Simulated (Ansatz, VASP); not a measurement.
**Two plane-wave programs on Te2Mo**

The input INCAR:

```
SYSTEM = Te2Mo
  ALGO = Normal
  EDIFF = 1E-6
  ENCUT = 500
  GGA = PE
  GGA_COMPAT = .FALSE.
  ISIF = 2
  ISMEAR = 0
  LASPH = .TRUE.
  LCHARG = .TRUE.
  LELF = .TRUE.
  LREAL = .FALSE.
  LVHAR = .TRUE.
  LWAVE = .FALSE.
  NBANDS = 20
  NELM = 120
  PREC = Accurate
  SIGMA = 0.1
```

File KPOINTS:

```
k-points
0
G
  6 6 1
  0 0 0
```

File POSCAR:

```
Te2Mo
1.0
    3.5602328140      0.0000000000      0.0000000000
   -1.7801164070      3.0832520603      0.0000000000
    0.0000000000      0.0000000000     17.5240578200
Te Mo
2 1
Direct
    0.3333333300      0.6666666700      0.8978554500
    0.3333333300      0.6666666700      0.1021445500
    0.0000000000      0.0000000000      0.0000000000
```

Input for Ansatz:

```yaml
crystal:
  lattice:
    - [3.560232814, 0.0, 0.0]
    - [-1.780116407, 3.0832520603, 0.0]
    - [0.0, 0.0, 17.52405782]
  atoms:
    - { symbol: Te, position: [0.33333333, 0.66666667, 0.89785545] }
    - { symbol: Te, position: [0.33333333, 0.66666667, 0.10214455] }
    - { symbol: Mo, position: [0.0, 0.0, 0.0] }
basis:
  ecutwfc: 420
kpoints:
  mp_grid: { grid: [6, 6, 1] }
hamiltonian:
  xc: pbe
  pseudopotentials: { kind: paw, azcp: { folder: soft_1 } }
scf:
  occupations: { method: gaussian, width: 0.1 }
output:
  forces: true
  stress: true
  eigenvalues: true
```

Alike in both runs: task single point; functional PBE; k mesh 6 × 6 × 1; occupations gaussian, width 0.1 eV; no spin polarisation.

|  | VASP | Ansatz |
| --- | --- | --- |
| version | VASP 6.6.1 | Ansatz 0.2.0 |
| potentials or method | VASP PAW PBE potentials, release 64 (Te, Mo_sv), cutoff 500 eV | scalar-relativistic, plane waves, PAW |
| valence electrons in the cell | 26 | 46 |

|  | VASP | Ansatz | Ansatz less VASP |
| --- | --- | --- | --- |
| gap on the k mesh at the Fermi level (eV) | 1.05 | 1.05 | +0.001 |
| least direct gap on the mesh (eV) | 1.05 | 1.05 | +0.001 |
| rms of the force components (eV/Å) | 0.112 | 0.104 | -0.0070 |

Atom by atom the forces differ by 0.007 eV/Å (rms over components). VASP's potentials hold 26 valence electrons a cell and Ansatz's 46, so a difference there can come from the potentials and not from the codes.

Spin-orbit coupling is off throughout.
